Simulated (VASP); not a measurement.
**InSb3: single point with PBEsol+D3(BJ)**

InSb3:

```
Sb In
1.0
     4.64894    0.00000    0.00000
     0.00000    4.64894    0.00000
     0.00000    0.00000    4.64894
Sb In
3 1
Direct
  0.50000 0.50000 0.00000
  0.00000 0.50000 0.50000
  0.50000 0.00000 0.50000
  0.00000 0.00000 0.00000
```

```
Program             : VASP 6.6.1
Task                : single point
Functional          : PBEsol
Dispersion          : D3(BJ)
Potentials or basis : VASP PAW PBE potentials, release 64 (Sb, In_d)
Cutoff              : 520 eV
k mesh              : 6 × 6 × 6
Occupations         : fermi-dirac, width 0.05 eV
Spin                : no spin polarisation
```

The pressure is 0.0 GPa, the band gap on the k mesh is zero (bands 14 and 15 overlap by 5.25 eV) and the dispersion energy per atom is -0.500 eV.

Levels at points of the mesh, in eV from the Fermi level:
| k point | band 11 | band 12 | band 13 | band 14 | band 15 | band 16 | band 17 | band 18 |
| --- | --- | --- | --- | --- | --- | --- | --- | --- |
| (0.00, 0.00, 0.00) | -4.75 | -3.59 | 0.52 | 0.52 | 0.52 | 1.87 | 1.87 | 1.87 |
| (0.50, 0.00, 0.00) | -3.19 | -2.37 | -2.37 | -1.27 | -1.01 | 2.47 | 2.47 | 2.55 |
| (0.50, 0.50, 0.00) | -1.65 | -1.65 | -1.50 | -1.21 | -1.21 | -0.28 | 0.92 | 3.74 |
| (0.50, 0.50, 0.50) | -5.54 | -5.54 | -5.02 | 4.04 | 4.04 | 4.12 | 4.12 | 4.12 |

It took 34 s on 1 thread of Intel Xeon 8259CL (shared host), peak memory 0.23 GiB.

Caveat: the PAW data sets were made with another functional, which shifts forces and pressure a little; spin-orbit coupling is left out, which moves the levels of the heavy elements.
